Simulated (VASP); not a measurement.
Set up this calculation in VASP 6.6.1, as the native input.

- Task: single point
- Functional: PBEsol
- Potentials or basis: VASP PAW PBE potentials, release 64 (Si, C)
- Cutoff: 520 eV
- k mesh: 10 × 10 × 10
- Occupations: gaussian, width 0.05 eV
- Spin: no spin polarisation
- Dipole correction: no
- Further INCAR settings: ALGO = Normal; EDIFF = 1e-06; NBANDS = 11

The structure of SiC lies in POSCAR:

```
SiC
1.0
    0.0000000000      2.1420104787      2.1420104787
    2.1420104787      0.0000000000      2.1420104787
    2.1420104787      2.1420104787      0.0000000000
Si C
1 1
Direct
    0.0047117304     -0.0047117304      0.0047117304
    0.7389826870      0.7610173130      0.7389826870
```

These files were run (other wordings do the same):

INCAR

```
SYSTEM = SiC
PREC = Accurate
ENCUT = 520
EDIFF = 1E-6
ISMEAR = 0
SIGMA = 0.05
LREAL = .FALSE.
LASPH = .TRUE.
NELM = 80
ALGO = Normal
ISIF = 2
LWAVE = .FALSE.
LCHARG = .FALSE.
GGA = PS
NBANDS = 11
```

KPOINTS

```
Automatic mesh
0
G
  10 10 10
  0 0 0
```

Potentials or basis: VASP PAW PBE potentials, release 64 (Si, C).

Launch:

```bash
$ cat potpaw_PBE.64/Si/POTCAR potpaw_PBE.64/C/POTCAR > POTCAR
$ mpirun -np 1 vasp_std > vasp.out
```

It gave:

```
Pressure               : 13.4 GPa
Largest force          : 1.441 eV/Å
Band gap on the k mesh : 0.87 eV, indirect (least direct gap 4.33 eV)
```

Caveat: the PAW data sets were made with another functional, which shifts forces and pressure a little.

Wall time 18 s on 1 thread of AMD EPYC 9R45 96-Core Processor (Zen 5), on a shared host, peak memory 0.13 GiB.
